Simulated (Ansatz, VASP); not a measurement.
Two plane-wave programs on AgI

Contents of POSCAR:

```
AgI
1.0
    4.6508717532      0.0000000000      0.0000000000
   -2.3254358766      4.0277730880      0.0000000000
    0.0000000000      0.0000000000      7.5992966930
Ag I
2 2
Direct
    0.3333333333      0.6666666667      0.0000048562
    0.6666666667      0.3333333333      0.5000048562
    0.3333333333      0.6666666667      0.3749951438
    0.6666666667      0.3333333333      0.8749951438
```

Contents of INCAR.step1:

```
PREC = Accurate
ENCUT = 550
ISMEAR = 0
SIGMA = 0.01
LREAL = False
LASPH = True
NELM = 120
NBANDS = 26
GGA = PE
ALGO = Normal
EDIFF = 1E-5
LWAVE = True
LCHARG = False
GGA_COMPAT = False
```

File INCAR.step2:

```
PREC = Accurate
ENCUT = 550
EDIFF = 1E-6
ISMEAR = 0
SIGMA = 0.01
LREAL = False
LASPH = True
NELM = 120
ALGO = Normal
ISIF = 2
LWAVE = False
LCHARG = True
METAGGA = R2SCAN
LMIXTAU = True
LELF = True
LVHAR = True
NBANDS = 26
ISTART = 1
GGA_COMPAT = False
```

Contents of KPOINTS:

```
regular mesh
0
Gamma
  6 6 4
```

Input for Ansatz:

```yaml
crystal:
  lattice:
    - [4.6508717532, 0.0, 0.0]
    - [-2.3254358766, 4.027773088, 0.0]
    - [0.0, 0.0, 7.599296693]
  atoms:
    - { symbol: Ag, position: [0.3333333333, 0.6666666667, 4.8562e-06] }
    - { symbol: Ag, position: [0.6666666667, 0.3333333333, 0.5000048562] }
    - { symbol: I, position: [0.3333333333, 0.6666666667, 0.3749951438] }
    - { symbol: I, position: [0.6666666667, 0.3333333333, 0.8749951438] }
kpoints:
  mp_grid: { grid: [6, 6, 4] }
  band_path:
    path:
      - [0.0, 0.0, 0.0]
      - [0.5, 0.0, 0.0]
      - [0.3333333333, 0.3333333333, 0.0]
      - [0.0, 0.0, 0.5]
      - [0.5, 0.0, 0.5]
      - [0.3333333333, 0.3333333333, 0.5]
    npoints: 1
hamiltonian:
  xc: r2scan
scf:
  occupations: { method: fixed }
  n_extra_bands: 5
output:
  forces: true
  stress: true
  eigenvalues: true
```

Alike in both runs: task single point; functional r2SCAN; k mesh 6 × 6 × 4; no spin polarisation.

|  | VASP | Ansatz |
| --- | --- | --- |
| version | VASP 6.6.1 | Ansatz 0.2.0 |
| potentials or method | VASP PAW PBE potentials, release 64 (Ag, I) | plane waves, PAW |
| plane-wave cutoff (eV) | 550 | 500 |
| occupations | gaussian, width 0.01 eV | fixed |
| valence electrons in the cell | 36 | 72 |

Ansatz gave:

- gap on the k mesh at the Fermi level (eV): 1.86
- pressure (GPa): 0.0

What did VASP give for the same quantities?

gap on the k mesh at the Fermi level (eV): 1.83; pressure (GPa): -0.1.

VASP's potentials were made for PBE, not for r2SCAN. VASP's potentials hold 36 valence electrons a cell and Ansatz's 72, so a difference there can come from the potentials and not from the codes.

Spin-orbit coupling is off throughout.
